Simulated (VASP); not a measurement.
The system is Ta4O.

```
Ta O
1.0
     3.25750    0.00000    0.00000
     0.00000    3.25750    0.00000
     0.00000    0.00000    7.40934
Ta O
4 1
Direct
  0.00000 0.00000 0.50000
  0.50000 0.50000 0.78316
  0.50000 0.50000 0.21684
  0.00000 0.00000 0.00000
  0.50000 0.50000 0.50000
```

Base run:

* Program: VASP 6.6.1
* Functional: PBE
* Potentials or basis: VASP PAW PBE potentials, release 64 (Ta_pv, O)
* Cutoff: 520 eV
* k mesh: 6 × 6 × 4
* Occupations: gaussian, width 0.1 eV
* Spin: no spin polarisation

Its results: band gap on the k mesh zero (band 25 reaches 6.64 eV, above the bottom of band 26 at 6.27 eV); pressure -0.5 GPa; largest force 0.113 eV/Å.

**Question.** The run is repeated on the same cell with these changes: k mesh from 6 × 6 × 4 to 4 × 4 × 1. What comes out?

**Answer.** Band gap on the k mesh zero (band 25 reaches 6.57 eV, above the bottom of band 26 at 6.34 eV); pressure 1.1 GPa; largest force 0.432 eV/Å.

Caveats: some runs use coarse meshes; spin-orbit coupling is left out, which moves the levels of the heavy elements.
